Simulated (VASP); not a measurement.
Crystal: TaN.

```xyz
2
Lattice="2.9380 0.0000 0.0000 -1.4690 2.5444 0.0000 0.0000 0.0000 2.8830" Properties=species:S:1:pos:R:3 pbc="T T T"
Ta    0.0000    1.6963    1.4415
N     0.0000    0.0000    0.0000
```

| Item | Value |
| --- | --- |
| Program | VASP 6.6.1 |
| Task | relaxation of cell and atoms |
| Functional | PBE |
| Potentials or basis | VASP PAW PBE potentials, release 64 (Ta_sv_GW, N) |
| Cutoff | 600 eV |
| k mesh | 10 × 10 × 9 |
| Occupations | fermi-dirac, width 0.05 eV |
| Spin | no spin polarisation |
| Hubbard terms | Ta d U = 8.0 eV |

At the start: pressure 32.7 GPa; volume 10.78 Å³/atom.

Q: Where does the relaxation end?

A: Over 10 steps the energy falls by 96.5 meV/atom and the volume is 11.80 Å³/atom (+9.5 %); space group P-6m2 (No. 187, to 0.05 Å).

Step by step:
```csv
step,energy change (eV),largest force (eV/Å),pressure (GPa),volume (Å³)
1,0.0000,0.0000,32.73,21.55
2,0.6651,0.0000,-40.60,29.17
3,-0.1918,0.0000,-2.04,23.75
4,-0.1929,0.0000,-0.20,23.60
5,-0.1928,0.0000,0.35,23.56
6,-0.1929,0.0000,0.27,23.57
7,-0.1930,0.0000,0.31,23.57
8,-0.1930,0.0000,0.31,23.57
9,-0.1930,0.0000,-0.48,23.63
10,-0.1930,0.0000,-0.01,23.59
```

Final structure:
```xyz
2
Lattice="3.0262 0.0000 0.0000 -1.5131 2.6208 0.0000 0.0000 0.0000 2.9744" Properties=species:S:1:pos:R:3 pbc="T T T"
Ta    0.0000    1.7472    1.4872
N     0.0000    0.0000    0.0000
```

Caveat: U without spin polarisation on a metal has little footing.
